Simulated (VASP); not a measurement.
Wanted: the native input for a VASP 6.6.1 run.

* Task: single point
* Functional: PBE
* Potentials or basis: VASP PAW PBE potentials, release 64 (B, Sb, P)
* Cutoff: 520 eV
* k mesh: 6 × 6 × 6
* Occupations: gaussian, width 0.1 eV
* Spin: no spin polarisation
* Dipole correction: no
* Further INCAR settings: ALGO = Normal; EDIFF = 1e-06; NBANDS = 22

The structure of B2SbP3 lies in POSCAR:

```
B2SbP3
1.0
    2.3760037617      1.3717864091      5.4274759953
   -2.3760037617      1.3717864091      5.4274759953
    0.0000000000     -2.7435728252      5.4274759935
B Sb P
2 1 3
Direct
    0.7364259064      0.7364259064      0.7364259064
    0.2635740936      0.2635740936      0.2635740936
    0.0000000000      0.0000000000      0.0000000000
    0.0000000000      0.0000000000      0.5000000000
    0.5000000000      0.0000000000      0.0000000000
    0.0000000000      0.5000000000      0.0000000000
```

The cell was generated, and may not be a known phase.

The input as run:

INCAR

```
SYSTEM = B2SbP3
ALGO = Normal
EDIFF = 1E-6
ENCUT = 520
GGA = PE
ISIF = 2
ISMEAR = 0
LASPH = .True.
LCHARG = .False.
LREAL = .False.
LWAVE = .False.
NBANDS = 22
NELM = 80
PREC = Accurate
SIGMA = 0.1
```

KPOINTS

```
k-points
0
Gamma
  6 6 6
  0 0 0
```

Potentials or basis: VASP PAW PBE potentials, release 64 (B, Sb, P).

Launch:

```bash
$ cat potpaw_PBE.64/B/POTCAR potpaw_PBE.64/Sb/POTCAR potpaw_PBE.64/P/POTCAR > POTCAR
$ mpirun -np 1 vasp_std > vasp.out
```

Results of the run:

```json
{
  "Pressure": "-0.2 GPa",
  "Largest force": "0.031 eV/Å",
  "Band gap on the k mesh": "zero (bands 13 and 14 overlap by 1.41 eV)"
}
```

Caveat: spin-orbit coupling is left out, which moves the levels of the heavy elements.

It took 110 s on 1 thread of Intel(R) Xeon(R) Platinum 8488C (Sapphire Rapids), with other jobs on the host, peak memory 0.35 GiB.
